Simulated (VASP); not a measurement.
# C (Fd-3m) in VASP: a series of runs

Runs on C. Level: LDA. Tasks: electric field gradients.

Everything below comes from runs of VASP 6.6.1. Logs are shortened: lines on timing, memory, paths and dates and some standing lists are left out, and cuts for length are marked.

## (1) The cell of the first run

It takes space group Fd-3m (No. 227, cubic). Conventional cell: a = 3.494 Å, b = 3.494 Å, c = 3.494 Å, α = 90.00°, β = 90.00°, γ = 90.00°. C (site symmetry -43m) has 4 C at 1.51 Å within 2.0 Å.

## (2) Electric field gradients, LDA (volume scaled by 0.94)

File INCAR:

```
  ALGO = Normal
  EDIFF = 1E-8
  ENCUT = 520
  ISIF = 2
  ISMEAR = -1
  LASPH = T
  LCHARG = F
  LEFG = T
  LREAL = F
  LWAVE = F
  NBANDS = 11
  NELM = 80
  PREC = Accurate
  SIGMA = 0.03
```

File KPOINTS:

```
k-points
0
Gamma
  16 16 16
```

File POSCAR:

```
C
1.0
    0.0000000000      1.7469938663      1.7469938663
    1.7469938663      0.0000000000      1.7469938663
    1.7469938663      1.7469938663      0.0000000000
C
2
Direct
    0.5000000000      0.5000000000      0.5000000000
    0.7500000000      0.7500000000      0.7500000000
```

Potentials or basis: VASP PAW LDA potentials, release 64 (C).

On the command line:

```console
$ cat potpaw_LDA.64/C/POTCAR > POTCAR
$ mpirun -np 1 vasp_std > vasp.out
```

OUTCAR:

```text
EDIFF = 1E-8
   ENCUT = 520
   ISIF = 2
   ISMEAR = -1
   LASPH = T
   LREAL = F
   NELM = 80
   PREC = Accurate

 ion  position               nearest neighbor table
   1  0.500  0.500  0.500-   2 1.51   2 1.51   2 1.51   2 1.51
   2  0.750  0.750  0.750-   1 1.51   1 1.51   1 1.51   1 1.51

  LATTYP: Found a face centered cubic cell.
 ALAT       =     3.4939877326

  Lattice vectors:

 A1 = (   0.0000000000,   1.7469938663,   1.7469938663)
 A2 = (   1.7469938663,   0.0000000000,   1.7469938663)
 A3 = (   1.7469938663,   1.7469938663,   0.0000000000)

Analysis of symmetry for initial positions (statically):
=====================================================================
 Subroutine PRICEL returns:
 Original cell was already a primitive cell.

 Routine SETGRP: Setting up the symmetry group for a
 face centered cubic supercell.

 Subroutine GETGRP returns: Found 48 space group operations
 (whereof 24 operations were pure point group operations)
 out of a pool of 48 trial point group operations.

The static configuration has the point symmetry T_d .
 The point group associated with its full space group is O_h .

Analysis of symmetry for dynamics (positions and initial velocities):
=====================================================================
 Subroutine PRICEL returns:
 Original cell was already a primitive cell.

 Routine SETGRP: Setting up the symmetry group for a
 face centered cubic supercell.

 Subroutine GETGRP returns: Found 48 space group operations
 (whereof 24 operations were pure point group operations)
 out of a pool of 48 trial point group operations.

The dynamic configuration has the point symmetry T_d .
 The point group associated with its full space group is O_h .

 Subroutine INISYM returns: Found 48 space group operations
 (whereof 24 operations are pure point group operations),
 and found     1 'primitive' translations

----------------------------------------------------------------------------------------

                                     Primitive cell

  volume of cell :      10.6636

  direct lattice vectors                    reciprocal lattice vectors
     0.000000000  1.746993866  1.746993866    -0.286205928  0.286205928  0.286205928
     1.746993866  0.000000000  1.746993866     0.286205928 -0.286205928  0.286205928
     1.746993866  1.746993866  0.000000000     0.286205928  0.286205928 -0.286205928
[... 127 lines left out ...]
  free energy    TOTEN  =       -20.22376781 eV

  energy without entropy =      -20.22376781  energy(sigma->0) =      -20.22376781

 E-fermi :  11.2965     XC(G=0): -13.8010

 val. band max:       10.6494681601   @ k =   0.0000   0.0000   0.0000
 cond. band min:      14.8989933154   @ k =   0.3750   0.3750   0.0000
 fundamental gap:      4.2495251553
 Fermi energy:        11.2965492523

 k-point     1 :       0.0000    0.0000    0.0000
  band No.  band energies     occupation
      1     -11.5105      2.00000
      2      10.6495      2.00000
      3      10.6495      2.00000
      4      10.6495      2.00000
      5      16.3671      0.00000
      6      16.3671      0.00000
      7      16.3671      0.00000
      8      25.6460      0.00000
      9      30.4850      0.00000
     10      37.9819      0.00000
     11      37.9819      0.00000
[... 309 lines left out ...]
 k-point    24 :      -0.0625    0.0625    0.0000
  band No.  band energies     occupation
      1     -11.2104      2.00000
      2       9.1841      2.00000
      3       9.5007      2.00000
      4      10.4620      2.00000
      5      16.6742      0.00000
      6      17.2618      0.00000
      7      17.5694      0.00000
      8      25.7270      0.00000
      9      30.9478      0.00000
     10      34.2781      0.00000
     11      35.6965      0.00000

 [... further k-points ...]
[... 5 lines left out ...]
  --------------------------------------------------------------------------------------
  -------------------------------------------------------------------------------------
  Total        1.1829740      1.1829740      1.1829740     -0.0000000     -0.0000000      0.0000000
  in kB      177.7385572    177.7385572    177.7385572     -0.0000000     -0.0000000      0.0000000
  external PRESSURE =     177.7385572 kB  Pullay stress =       0.0000000 kB

 VOLUME and BASIS-vectors are now :
 -----------------------------------------------------------------------------
  energy-cutoff  :      520.00
  volume of cell :       10.66
      direct lattice vectors                 reciprocal lattice vectors
     0.000000000  1.746993866  1.746993866    -0.286205928  0.286205928  0.286205928
     1.746993866  0.000000000  1.746993866     0.286205928 -0.286205928  0.286205928
     1.746993866  1.746993866  0.000000000     0.286205928  0.286205928 -0.286205928

 POSITION                                       TOTAL-FORCE (eV/Angst)
 -----------------------------------------------------------------------------------
      1.74699      1.74699      1.74699         0.000000      0.000000      0.000000
      2.62049      2.62049      2.62049        -0.000000     -0.000000     -0.000000
 -----------------------------------------------------------------------------------
    total drift:                                0.000000     -0.000000      0.000000

  FREE ENERGIE OF THE ION-ELECTRON SYSTEM (eV)
  ---------------------------------------------------
  free  energy   TOTEN  =       -20.2237678142 eV

  energy  without entropy=      -20.2237678142  energy(sigma->0) =      -20.22376781

 Electric field gradients (V/A^2)
---------------------------------------------------------------------
 ion       V_xx      V_yy      V_zz      V_xy      V_xz      V_yz
---------------------------------------------------------------------
   1       0.000    -0.000     0.000     0.000     0.000     0.000
   2      -0.000    -0.000     0.000     0.000     0.000     0.000
---------------------------------------------------------------------

 Electric field gradients after diagonalization (V/A^2)
 (convention: |V_zz| > |V_xx| > |V_yy|)
----------------------------------------------------------------------
 ion       V_xx      V_yy      V_zz     asymmetry (V_yy - V_xx)/ V_zz
----------------------------------------------------------------------
   1      -0.000    -0.000     0.001       0.000
   2      -0.000    -0.000     0.001       0.000
----------------------------------------------------------------------

           NMR quadrupolar parameters

 Cq : quadrupolar parameter    Cq=e*Q*V_zz/h
 eta: asymmetry parameters     (V_yy - V_xx)/ V_zz
 Q  : nuclear electric quadrupole moment in mb (millibarn)
----------------------------------------------------------------------
 ion       Cq(MHz)       eta       Q (mb)
----------------------------------------------------------------------
   1       0.000       0.000       1.000
   2       0.000       0.000       1.000
----------------------------------------------------------------------
```

It took 8.6 s on 1 thread of Intel Xeon 6975P-C, shared host; peak memory 0.12 GiB.

What came out:

| Item | Value |
| --- | --- |
| Free energy | -20.2238 eV |
| Pressure | 17.8 GPa |
| Band gap on the k mesh | 4.25 eV, indirect (least direct gap 5.72 eV) |

Caveat: without QUAD_EFG the Cq values of the log hold for a quadrupole moment of 1 mb, not for the nuclei.

## (3) Electric field gradients, LDA (volume scaled by 0.98)

File INCAR:

```
PREC = Accurate ; ENCUT = 520
EDIFF = 1E-8 ; ISMEAR = -1
SIGMA = 0.03 ; LREAL = False
LASPH = True ; NELM = 100
ALGO = Normal ; ISIF = 2
LWAVE = False ; LCHARG = False
LEFG = True ; NBANDS = 11
```

File KPOINTS:

```
regular mesh
0
Gamma
  16 16 16
```

File POSCAR:

```
C
1.0
    0.0000000000      1.7714305118      1.7714305118
    1.7714305118      0.0000000000      1.7714305118
    1.7714305118      1.7714305118      0.0000000000
C
2
Direct
    0.5000000000      0.5000000000      0.5000000000
    0.7500000000      0.7500000000      0.7500000000
```

Potentials or basis: VASP PAW LDA potentials, release 64 (C).

On the command line:

```console
$ cat potpaw_LDA.64/C/POTCAR > POTCAR
$ mpirun -np 1 vasp_std > vasp.out
```

OUTCAR:

```text
PREC = Accurate
   ENCUT = 520
   EDIFF = 1E-8
   ISMEAR = -1
   LREAL = False
   LASPH = True
   NELM = 100
   ISIF = 2

 ion  position               nearest neighbor table
   1  0.500  0.500  0.500-   2 1.53   2 1.53   2 1.53   2 1.53
   2  0.750  0.750  0.750-   1 1.53   1 1.53   1 1.53   1 1.53

  LATTYP: Found a face centered cubic cell.
 ALAT       =     3.5428610236

  Lattice vectors:

 A1 = (   0.0000000000,   1.7714305118,   1.7714305118)
 A2 = (   1.7714305118,   0.0000000000,   1.7714305118)
 A3 = (   1.7714305118,   1.7714305118,   0.0000000000)

Analysis of symmetry for initial positions (statically):
=====================================================================
 Subroutine PRICEL returns:
 Original cell was already a primitive cell.

 Routine SETGRP: Setting up the symmetry group for a
 face centered cubic supercell.

 Subroutine GETGRP returns: Found 48 space group operations
 (whereof 24 operations were pure point group operations)
 out of a pool of 48 trial point group operations.

The static configuration has the point symmetry T_d .
 The point group associated with its full space group is O_h .

Analysis of symmetry for dynamics (positions and initial velocities):
=====================================================================
 Subroutine PRICEL returns:
 Original cell was already a primitive cell.

 Routine SETGRP: Setting up the symmetry group for a
 face centered cubic supercell.

 Subroutine GETGRP returns: Found 48 space group operations
 (whereof 24 operations were pure point group operations)
 out of a pool of 48 trial point group operations.

The dynamic configuration has the point symmetry T_d .
 The point group associated with its full space group is O_h .

 Subroutine INISYM returns: Found 48 space group operations
 (whereof 24 operations are pure point group operations),
 and found     1 'primitive' translations

----------------------------------------------------------------------------------------

                                     Primitive cell

  volume of cell :      11.1174

  direct lattice vectors                    reciprocal lattice vectors
     0.000000000  1.771430512  1.771430512    -0.282257755  0.282257755  0.282257755
     1.771430512  0.000000000  1.771430512     0.282257755 -0.282257755  0.282257755
     1.771430512  1.771430512  0.000000000     0.282257755  0.282257755 -0.282257755

  length of vectors
     2.505181055  2.505181055  2.505181055     0.488884773  0.488884773  0.488884773

  position of ions in fractional coordinates (direct lattice)
     0.500000000  0.500000000  0.500000000
     0.750000000  0.750000000  0.750000000

  ion indices of the primitive-cell ions
   primitive index   ion index
                 1           1
                 2           2

----------------------------------------------------------------------------------------

 KPOINTS: regular mesh

Automatic generation of k-mesh.
[... 76 lines left out ...]
   PSTRESS=    0.0 pullay stress
   NELECT =       8.0000    total number of electrons
   NUPDOWN=      -1.0000    fix difference up-down
   EMIN   =  10.00;   EMAX   =-10.00  energy-range for DOS
   EFERMI =   0.00;   METHOD = LEGACY
   ISMEAR =    -1;   SIGMA  =   0.03  broadening in eV -4-tet -1-fermi 0-gaus
   EFERMI_NEDOS =   21; number of points for ismear=-14 and -15
   IALGO  =     38    algorithm
   IMIX   =      4    mixing-type and parameters
     AMIX     =   0.40;   BMIX     =  1.00
     AMIX_MAG =   1.60;   BMIX_MAG =  1.00
  volume/ion in A,a.u.               =       5.56        37.51
  Fermi-wavevector in a.u.,A,eV,Ry     =   1.467025  2.772274 29.281927  2.152161
  Thomas-Fermi vector in A             =   2.582692
   LORBIT       =      0    0 simple, 1 ext, 2 COOP (PROOUT), +10 PAW based schemes
   GGA     = CA    functional components
   LHFCALC =     F    Hartree Fock is set to
   AEXX    =    0.0000 exact exchange contribution
   IVDW    =     0    specifies the selected vdW correction
   LEPSILON=     F    determine dielectric tensor
   LRPA    =     F    only Hartree local field effects (RPA)
 non-spin polarized calculation
  energy-cutoff  :      520.00
  volume of cell :       11.12
 maximum number of plane-waves:       310
   NGX =  9   NGY =  9   NGZ =  9

 number of electron       7.9999999 magnetization

 Free energy of the ion-electron system (eV)
  ---------------------------------------------------
  ext. energy  EPLUGINS =         0.00000000
  ---------------------------------------------------
  free energy    TOTEN  =       -20.24506638 eV

  energy without entropy =      -20.24506638  energy(sigma->0) =      -20.24506638

 E-fermi :  10.5392     XC(G=0): -13.5973

 val. band max:       10.0208562367   @ k =   0.0000   0.0000   0.0000
 cond. band min:      14.1686313832   @ k =   0.3750   0.3750   0.0000
 fundamental gap:      4.1477751465
 Fermi energy:        10.5392242909

 k-point     1 :       0.0000    0.0000    0.0000
  band No.  band energies     occupation
      1     -11.5682      2.00000
      2      10.0209      2.00000
      3      10.0209      2.00000
      4      10.0209      2.00000
      5      15.6201      0.00000
      6      15.6201      0.00000
      7      15.6201      0.00000
      8      24.0406      0.00000
      9      29.2907      0.00000
     10      36.8770      0.00000
     11      36.8770      0.00000
[... 309 lines left out ...]
 k-point    24 :      -0.0625    0.0625    0.0000
  band No.  band energies     occupation
      1     -11.2761      2.00000
      2       8.5988      2.00000
      3       8.9249      2.00000
      4       9.8393      2.00000
      5      15.9164      0.00000
      6      16.4612      0.00000
      7      16.7604      0.00000
      8      24.1805      0.00000
      9      29.7493      0.00000
     10      33.2928      0.00000
     11      34.6106      0.00000

 [... further k-points ...]
[... 5 lines left out ...]
  --------------------------------------------------------------------------------------
  -------------------------------------------------------------------------------------
  Total       -0.1916163     -0.1916163     -0.1916163      0.0000000      0.0000000     -0.0000000
  in kB      -27.6147203    -27.6147203    -27.6147203      0.0000000      0.0000000     -0.0000000
  external PRESSURE =     -27.6147203 kB  Pullay stress =       0.0000000 kB

 VOLUME and BASIS-vectors are now :
 -----------------------------------------------------------------------------
  energy-cutoff  :      520.00
  volume of cell :       11.12
      direct lattice vectors                 reciprocal lattice vectors
     0.000000000  1.771430512  1.771430512    -0.282257755  0.282257755  0.282257755
     1.771430512  0.000000000  1.771430512     0.282257755 -0.282257755  0.282257755
     1.771430512  1.771430512  0.000000000     0.282257755  0.282257755 -0.282257755

 POSITION                                       TOTAL-FORCE (eV/Angst)
 -----------------------------------------------------------------------------------
      1.77143      1.77143      1.77143        -0.000000     -0.000000      0.000000
      2.65715      2.65715      2.65715         0.000000      0.000000     -0.000000
 -----------------------------------------------------------------------------------
    total drift:                                0.000000     -0.000000      0.000000

  FREE ENERGIE OF THE ION-ELECTRON SYSTEM (eV)
  ---------------------------------------------------
  free  energy   TOTEN  =       -20.2450663821 eV

  energy  without entropy=      -20.2450663821  energy(sigma->0) =      -20.24506638

 Electric field gradients (V/A^2)
---------------------------------------------------------------------
 ion       V_xx      V_yy      V_zz      V_xy      V_xz      V_yz
---------------------------------------------------------------------
   1      -0.000    -0.000    -0.000    -0.000    -0.000    -0.000
   2      -0.000    -0.000    -0.000    -0.000    -0.000    -0.000
---------------------------------------------------------------------

 Electric field gradients after diagonalization (V/A^2)
 (convention: |V_zz| > |V_xx| > |V_yy|)
----------------------------------------------------------------------
 ion       V_xx      V_yy      V_zz     asymmetry (V_yy - V_xx)/ V_zz
----------------------------------------------------------------------
   1       0.000     0.000    -0.000       0.000
   2       0.000     0.000    -0.000       0.000
----------------------------------------------------------------------

           NMR quadrupolar parameters

 Cq : quadrupolar parameter    Cq=e*Q*V_zz/h
 eta: asymmetry parameters     (V_yy - V_xx)/ V_zz
 Q  : nuclear electric quadrupole moment in mb (millibarn)
----------------------------------------------------------------------
 ion       Cq(MHz)       eta       Q (mb)
----------------------------------------------------------------------
   1      -0.000       0.000       1.000
   2      -0.000       0.000       1.000
----------------------------------------------------------------------
```

Wall time 10 s (1 thread of Intel Xeon 6975P-C, shared host); peak memory 0.12 GiB.

Results:

```yaml
Free_energy: -20.2451 eV
Pressure: -2.8 GPa
Band_gap_on_the_k_mesh: 4.15 eV, indirect (least direct gap 5.60 eV)
```

Caveat: without QUAD_EFG the Cq values of the log hold for a quadrupole moment of 1 mb, not for the nuclei.

(Part 1 of 2 ends here.)
